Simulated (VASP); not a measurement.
# CuO (zincblende type): single point with PBE+D3(BJ)

Crystal: CuO (zincblende type).

```
Cu O
1.0
     0.00000    2.30616    2.30616
     2.30616    0.00000    2.30616
     2.30616    2.30616    0.00000
Cu O
1 1
Direct
  0.00000 0.00000 0.00000
  0.25000 0.25000 0.25000
```

```
Program                : VASP 6.6.1
Task                   : single point
Functional             : PBE
Dispersion             : D3(BJ)
Potentials or basis    : VASP PAW PBE potentials, release 64 (Cu, O)
Cutoff                 : 520 eV
k mesh                 : 16 × 16 × 16
Occupations            : fermi-dirac, width 0.05 eV
Spin                   : no spin polarisation
Dipole correction      : no
Further INCAR settings : ALGO = Normal; EDIFF = 1e-06; NBANDS = 16
```

```json
{
  "Pressure": "-9.5 GPa",
  "Band gap on the k mesh": "zero (an odd number of electrons rules out a gap without spin polarisation)",
  "Dispersion energy per atom": "-0.234 eV"
}
```

Levels at points of the mesh, in eV from the Fermi level:
```csv
k point,band 5,band 6,band 7,band 8,band 9,band 10,band 11,band 12,band 13,band 14
"(0.00, 0.00, 0.00)",-1.90,-1.90,0.74,0.74,0.74,0.92,14.02,14.02,14.02,20.54
"(0.50, 0.00, 0.00)",-1.79,-1.79,-1.71,-0.01,-0.01,5.93,7.72,13.66,13.66,17.51
"(0.50, 0.50, 0.00)",-2.11,-1.69,-1.31,-1.05,-1.05,5.80,9.46,11.43,14.35,14.35
```

Run time: 45 s on 1 thread of Intel Xeon 6455B, with other jobs on the host, peak memory 0.19 GiB.

Caveat: the cell stands under tension; an odd number of electrons without spin polarisation forces a metal; a magnetic or distorted state may lie lower; semilocal functionals often make such compounds metallic where correlation or magnetic order opens a gap, which also shifts bond lengths. With open d or f shells a metallic result of PBE can be an artefact of self-interaction; +U or a hybrid may open a gap.
